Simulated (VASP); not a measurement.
# Fe (P6_3/mmc) in VASP: further runs, part 2 of 2

VASP 6.6.1. Earlier steps stand in the parts before.

## (3) Single point, LDA, collinear spin, ferromagnetic start (10.31 Å³/atom)

This run uses another cell than the first one, of 10.31 Å³/atom.

INCAR

```
PREC = Accurate
ENCUT = 520
EDIFF = 1E-6
ISMEAR = -1
SIGMA = 0.05
LREAL = F
LASPH = T
NELM = 150
ALGO = Normal
ISIF = 2
LWAVE = F
LCHARG = F
ISPIN = 2
MAGMOM = 2.5 2.5
LORBIT = 11
LMAXMIX = 4
GGA = CA
NBANDS = 19
```

KPOINTS

```
Automatic mesh
0
Gamma
  17 17 9
```

POSCAR

```
Fe
1.0
    2.4709716455      0.0000000000      0.0000000000
   -1.2354858228      2.1399242170      0.0000000000
    0.0000000000      0.0000000000      3.9003059921
Fe
2
Direct
    0.3333333333      0.6666666667      0.2500000000
    0.6666666667      0.3333333333      0.7500000000
```

Potentials or basis: VASP PAW LDA potentials, release 64 (Fe).

Started as:

```bash
> cat potpaw_LDA.64/Fe/POTCAR > POTCAR
> mpirun -np 1 vasp_std > vasp.out
```

OUTCAR:

```text
PREC = Accurate
   ENCUT = 520
   EDIFF = 1E-6
   ISMEAR = -1
   LREAL = F
   LASPH = T
   NELM = 150
   ISIF = 2
   ISPIN = 2
   LORBIT = 11
   GGA = CA

 ion  position               nearest neighbor table
   1  0.333  0.667  0.250-   2 2.42   2 2.42   2 2.42   2 2.42   2 2.42   2 2.42
   2  0.667  0.333  0.750-   1 2.42   1 2.42   1 2.42   1 2.42   1 2.42   1 2.42

  LATTYP: Found a hexagonal cell.
 ALAT       =     2.4709716455
 C/A-ratio  =     1.5784503231

  Lattice vectors:

 A1 = (   2.4709716455,   0.0000000000,   0.0000000000)
 A2 = (  -1.2354858228,   2.1399242170,   0.0000000000)
 A3 = (   0.0000000000,   0.0000000000,   3.9003059921)

Analysis of symmetry for initial positions (statically):
=====================================================================
 Subroutine PRICEL returns:
 Original cell was already a primitive cell.

 Routine SETGRP: Setting up the symmetry group for a
 hexagonal supercell.

 Subroutine GETGRP returns: Found 24 space group operations
 (whereof 12 operations were pure point group operations)
 out of a pool of 24 trial point group operations.

The static configuration has the point symmetry D_3d.
 The point group associated with its full space group is D_6h.

Analysis of symmetry for dynamics (positions and initial velocities):
=====================================================================
 Subroutine PRICEL returns:
 Original cell was already a primitive cell.

 Routine SETGRP: Setting up the symmetry group for a
 hexagonal supercell.

 Subroutine GETGRP returns: Found 24 space group operations
 (whereof 12 operations were pure point group operations)
 out of a pool of 24 trial point group operations.

The dynamic configuration has the point symmetry D_3d.
 The point group associated with its full space group is D_6h.

Analysis of structural, dynamic, and magnetic symmetry:
=====================================================================
 Subroutine PRICEL returns:
 Original cell was already a primitive cell.

 Routine SETGRP: Setting up the symmetry group for a
 hexagonal supercell.

 Subroutine GETGRP returns: Found 24 space group operations
 (whereof 12 operations were pure point group operations)
 out of a pool of 24 trial point group operations.

The overall configuration has the point symmetry D_3d.
 The point group associated with its full space group is D_6h.

 Subroutine INISYM returns: Found 24 space group operations
 (whereof 12 operations are pure point group operations),
 and found     1 'primitive' translations

----------------------------------------------------------------------------------------

                                     Primitive cell

  volume of cell :      20.6236

  direct lattice vectors                    reciprocal lattice vectors
     2.470971646  0.000000000  0.000000000     0.404699100  0.233653134  0.000000000
    -1.235485823  2.139924217  0.000000000     0.000000000  0.467306268  0.000000000
     0.000000000  0.000000000  3.900305992     0.000000000  0.000000000  0.256390140

  length of vectors
     2.470971646  2.470971645  3.900305992     0.467306268  0.467306268  0.256390140

[... 71 lines left out ...]
   PREC   = accura    normal or accurate (medium, high low for compatibility)
   ISTART =      0    job   : 0-new  1-cont  2-samecut
   ICHARG =      2    charge: 1-file 2-atom 10-const
   ISPIN  =      2    spin polarized calculation?
   LNONCOLLINEAR =      F non collinear calculations
   LSORBIT =      F    spin-orbit coupling
   LASPH  =      T    aspherical Exc in radial PAW
   ENCUT  =  520.0 eV  38.22 Ry    6.18 a.u.   4.59  4.59  7.25*2*pi/ulx,y,z
   NELM   =    150;   NELMIN=  2; NELMDL= -5     # of ELM steps
   EDIFF  = 0.1E-05   stopping-criterion for ELM
   LREAL  =      F    real-space projection
   EDIFFG = 0.1E-04   stopping-criterion for IOM
   NSW    =      0    number of steps for IOM
   IBRION =     -1    ionic relax: 0-MD 1-quasi-New 2-CG
   NFREE  =      0    steps in history (QN), initial steepest desc. (CG)
   ISIF   =      2    stress and relaxation
   ISYM   =      2    0-nonsym 1-usesym 2-fastsym
   POTIM  = 0.5000    time-step for ionic-motion
   TEBEG  =    0.0;   TEEND  =   0.0 temperature during run
   PSTRESS=    0.0 pullay stress
   NELECT =      16.0000    total number of electrons
   NUPDOWN=      -1.0000    fix difference up-down
   EMIN   =  10.00;   EMAX   =-10.00  energy-range for DOS
   EFERMI =   0.00;   METHOD = LEGACY
   ISMEAR =    -1;   SIGMA  =   0.05  broadening in eV -4-tet -1-fermi 0-gaus
   EFERMI_NEDOS =   21; number of points for ismear=-14 and -15
   IALGO  =     38    algorithm
   IMIX   =      4    mixing-type and parameters
     AMIX     =   0.40;   BMIX     =  1.00
     AMIX_MAG =   1.60;   BMIX_MAG =  1.00
  volume/ion in A,a.u.               =      10.31        69.59
  Fermi-wavevector in a.u.,A,eV,Ry     =   1.504273  2.842663 30.787754  2.262836
  Thomas-Fermi vector in A             =   2.615274
   LORBIT       =     11    0 simple, 1 ext, 2 COOP (PROOUT), +10 PAW based schemes
   GGA     = CA    functional components
   LHFCALC =     F    Hartree Fock is set to
   AEXX    =    0.0000 exact exchange contribution
   IVDW    =     0    specifies the selected vdW correction
   LEPSILON=     F    determine dielectric tensor
   LRPA    =     F    only Hartree local field effects (RPA)
 spin polarized calculation
  energy-cutoff  :      520.00
  volume of cell :       20.62
 maximum number of plane-waves:       573
   NGX =  9   NGY =  9   NGZ = 15

 number of electron      16.0000001 magnetization      -0.0065224

 number of electron      16.0000001 magnetization       0.0021863

 Free energy of the ion-electron system (eV)
  ---------------------------------------------------
  ext. energy  EPLUGINS =         0.00000000
  ---------------------------------------------------
  free energy    TOTEN  =       -18.71448335 eV

  energy without entropy =      -18.69201513  energy(sigma->0) =      -18.70324924

 E-fermi :   6.6197     XC(G=0): -14.0049

 val. band max:        6.6180238656   @ k =   0.4706   0.0000   0.2222
 cond. band min:       6.6228244313   @ k =   0.4706   0.0588   0.3333
 fundamental gap:      0.0048005657
 Fermi energy:         6.6196688027

 spin component 1

 k-point     1 :       0.0000    0.0000    0.0000
  band No.  band energies     occupation
      1      -2.1742      1.00000
      2       1.7501      1.00000
      3       4.9817      1.00000
      4       4.9817      1.00000
      5       5.1141      1.00000
      6       5.4422      1.00000
[... 517 lines left out ...]
     18      29.6081      0.00000
     19      30.4725      0.00000

 [... further k-points ...]

 spin component 2

 k-point     1 :       0.0000    0.0000    0.0000
  band No.  band energies     occupation
      1      -2.1741      1.00000
      2       1.7506      1.00000
      3       4.9824      1.00000
      4       4.9824      1.00000
      5       5.1149      1.00000
      6       5.4430      1.00000
[... 517 lines left out ...]
     18      29.6084      0.00000
     19      30.4728      0.00000

 [... further k-points ...]

------------------------ aborting loop because EDIFF is reached ----------------------------------------

  FORCE on cell =-STRESS in cart. coord.  units (eV):
  Direction    XX          YY          ZZ          XY          YZ          ZX
  --------------------------------------------------------------------------------------
  -------------------------------------------------------------------------------------
  Total       -2.8958799     -2.8958799     -2.9864957      0.0000000      0.0000000      0.0000000
  in kB     -224.9708720   -224.9708720   -232.0104984      0.0000000      0.0000000      0.0000000
  external PRESSURE =    -227.3174141 kB  Pullay stress =       0.0000000 kB

 VOLUME and BASIS-vectors are now :
 -----------------------------------------------------------------------------
  energy-cutoff  :      520.00
  volume of cell :       20.62
      direct lattice vectors                 reciprocal lattice vectors
     2.470971646  0.000000000  0.000000000     0.404699100  0.233653134  0.000000000
    -1.235485823  2.139924217  0.000000000     0.000000000  0.467306268  0.000000000
     0.000000000  0.000000000  3.900305992     0.000000000  0.000000000  0.256390140

 POSITION                                       TOTAL-FORCE (eV/Angst)
 -----------------------------------------------------------------------------------
     -0.00000      1.42662      0.97508        -0.000000     -0.000000      0.000000
      1.23549      0.71331      2.92523         0.000000      0.000000      0.000000
 -----------------------------------------------------------------------------------
    total drift:                                0.000000     -0.000000     -0.000000

  FREE ENERGIE OF THE ION-ELECTRON SYSTEM (eV)
  ---------------------------------------------------
  free  energy   TOTEN  =       -18.7144833475 eV

  energy  without entropy=      -18.6920151257  energy(sigma->0) =      -18.70324924

 total charge

# of ion       s       p       d       tot
------------------------------------------
    1        0.530   0.620   6.339   7.489
    2        0.530   0.620   6.339   7.489
--------------------------------------------------
tot          1.060   1.239  12.678  14.977

 magnetization (x)

# of ion       s       p       d       tot
------------------------------------------
    1       -0.000  -0.000   0.001   0.000
    2       -0.000  -0.000   0.001   0.000
--------------------------------------------------
tot         -0.000  -0.000   0.001   0.001
```

OSZICAR:

```text
N       E                     dE             d eps       ncg     rms          rms(c)
DAV:   1     0.765300339588E+02    0.76530E+02   -0.70582E+03 13348   0.113E+03
DAV:   2    -0.170362453343E+02   -0.93566E+02   -0.82842E+02 12621   0.208E+02
DAV:   3    -0.207164427528E+02   -0.36802E+01   -0.34991E+01 13906   0.531E+01
DAV:   4    -0.207474190416E+02   -0.30976E-01   -0.30950E-01 14043   0.465E+00
DAV:   5    -0.207477852386E+02   -0.36620E-03   -0.36619E-03 14237   0.467E-01    0.202E+01
DAV:   6    -0.188338572865E+02    0.19139E+01   -0.74213E+00 13620   0.622E+01    0.340E+00
DAV:   7    -0.187221566236E+02    0.11170E+00   -0.71521E-01 14429   0.164E+01    0.314E+00
DAV:   8    -0.187181079463E+02    0.40487E-02   -0.70151E-03 16001   0.131E+00    0.135E+00
DAV:   9    -0.187158866815E+02    0.22213E-02   -0.36748E-03 16819   0.106E+00    0.792E-01
DAV:  10    -0.187144782533E+02    0.14084E-02   -0.23216E-03 17455   0.852E-01    0.105E-01
DAV:  11    -0.187144932617E+02   -0.15008E-04   -0.55248E-05 16594   0.946E-02    0.624E-02
DAV:  12    -0.187144831570E+02    0.10105E-04   -0.65188E-06 16508   0.476E-02    0.245E-02
DAV:  13    -0.187144833475E+02   -0.19044E-06   -0.12063E-06  9850   0.247E-02
   1 F= -.18714483E+02 E0= -.18703249E+02  d E =-.224682E-01  mag=     0.0010
```

Run time: 51 s. Hardware: 1 thread of Intel Xeon 6975P-C (Granite Rapids), shared host; peak memory 0.19 GiB.

Results:

| Item | Value |
| --- | --- |
| Free energy | -18.7145 eV |
| Pressure | -22.7 GPa |
| Band gap on the k mesh | zero (filled and empty bands overlap) |
| Net moment | 0.00 μB per cell |
| Valence electrons inside the program's atomic spheres | Fe 7.49 |

Levels at points of the mesh, in eV from the Fermi level:
Spin up:
```tsv
k point	band 6	band 7	band 8	band 9	band 10	band 11
(0.00, 0.00, 0.00)	-1.18	-1.18	-0.84	-0.84	0.63	0.71
```
Spin down:
```csv
k point,band 5,band 6,band 7,band 8,band 9,band 10,band 11,band 12
"(0.00, 0.00, 0.00)",-1.50,-1.18,-1.18,-0.84,-0.84,0.63,0.71,0.71
```

Caveat: the cell stands under tension.

## (4) Single point, LDA, non-collinear spin, typed start, spin-orbit coupling

This run uses another cell than the first one, of 9.55 Å³/atom.

INCAR

```
SYSTEM = Fe
PREC     = Accurate       ! precision mode
ENCUT    = 520            ! plane-wave cutoff, eV
EDIFF    = 1E-7           ! SCF threshold, eV
ISMEAR   = -1             ! smearing method
SIGMA    = 0.05           ! smearing width, eV
LREAL    = .False.        ! projectors in reciprocal space
LASPH    = .True.         ! aspherical terms in the spheres
NELM     = 150            ! most SCF steps
ALGO     = Normal         ! electronic algorithm
ISIF     = 2              ! what is computed and relaxed
LWAVE    = .False.        ! write WAVECAR
LCHARG   = .False.        ! write CHGCAR
MAGMOM   = 0 0 2.5 0 0 2.5 ! initial moments
LORBIT   = 11             ! projections on sites
LSORBIT  = .True.         ! spin-orbit coupling
GGA_COMPAT= .False.      
LORBMOM  = .True.       
LMAXMIX  = 4              ! l up to which the mixer works
GGA      = CA             ! functional
NBANDS   = 28             ! bands
```

KPOINTS

```
Automatic mesh
0
Gamma
  15 15 8
  0 0 0
```

POSCAR

```
Fe
1.0
    2.4083883074      0.0000000000      0.0000000000
   -1.2041941537      2.0857254563      0.0000000000
    0.0000000000      0.0000000000      3.8015213018
Fe
2
Direct
    0.3333333333      0.6666666667      0.2500000000
    0.6666666667      0.3333333333      0.7500000000
```

Started as:

```bash
> cat potpaw_LDA.64/Fe/POTCAR > POTCAR
> mpirun -np 1 vasp_ncl > vasp.out
```

Run time: 92 s. Hardware: 1 thread of Intel Xeon 6975P-C (Granite Rapids), shared host; peak memory 0.26 GiB.

It converged, with:

| Property | Result |
| --- | --- |
| Free energy | -18.8472 eV |
| Pressure | -0.3 GPa |
| Net moment | 0.00 μB per cell |
| Valence electrons inside the program's atomic spheres | Fe 7.69 |

Stress tensor (GPa, compression positive):
```
-0.57  0.00  0.00
 0.00 -0.57  0.00
 0.00  0.00  0.21
```

Moments on the atoms (μB; x, y, z):
```
Fe  0.00 0.00 0.00
Fe  0.00 0.00 0.00
```

## (5) Single point, LDA

This run uses another cell than the first one, of 9.56 Å³/atom.

INCAR

```
SYSTEM = Fe
PREC = Accurate
ENCUT = 520
EDIFF = 1E-6
ISMEAR = -1
SIGMA = 0.1
LREAL = .FALSE.
LASPH = .TRUE.
NELM = 80
ALGO = Normal
ISIF = 2
LWAVE = .FALSE.
LCHARG = .FALSE.
NBANDS = 15
```

KPOINTS

```
regular mesh
0
G
  14 14 8
  0 0 0
```

POSCAR

```
Fe
1.0
    2.4081101376      0.0000000000      0.0000000000
   -1.2040550688      2.0854845543      0.0000000000
    0.0000000000      0.0000000000      3.8057326330
Fe
2
Direct
    0.3333333333      0.6666666667      0.2500000000
    0.6666666667      0.3333333333      0.7500000000
```

Started as:

```bash
> cat potpaw_LDA.64/Fe/POTCAR > POTCAR
> mpirun -np 1 vasp_std > vasp.out
```

Run time: 28 s. Hardware: 1 thread of Intel Xeon 8259CL, shared host; peak memory 0.14 GiB.

The run converged. Its results:

```
Free energy            : -18.8618 eV
Pressure               : -0.3 GPa
Band gap on the k mesh : zero (bands 8 and 9 overlap by 2.04 eV)
```

Stress tensor (GPa, compression positive):
```
-0.20  0.00  0.00
 0.00 -0.20  0.00
 0.00  0.00 -0.46
```

Levels at points of the mesh, in eV from the Fermi level:
| k point | band 5 | band 6 | band 7 | band 8 | band 9 | band 10 | band 11 | band 12 |
| --- | --- | --- | --- | --- | --- | --- | --- | --- |
| (0.00, 0.00, 0.00) | -1.69 | -1.31 | -1.31 | -0.93 | -0.93 | 0.65 | 0.79 | 0.79 |
| (0.50, 0.00, 0.00) | -2.14 | -1.66 | -1.17 | 0.91 | 1.16 | 1.20 | 2.94 | 5.24 |
| (0.00, 0.00, 0.50) | -1.96 | -1.96 | -1.96 | -1.96 | 0.36 | 0.36 | 0.36 | 0.36 |
| (0.50, 0.00, 0.50) | -0.71 | -0.71 | 0.14 | 0.14 | 1.06 | 1.06 | 2.70 | 2.70 |

Caveat: the run has no spin polarisation, though such a crystal can be magnetic. Spin polarisation is off, so any magnetic state and its effect on volume and gap are missing.
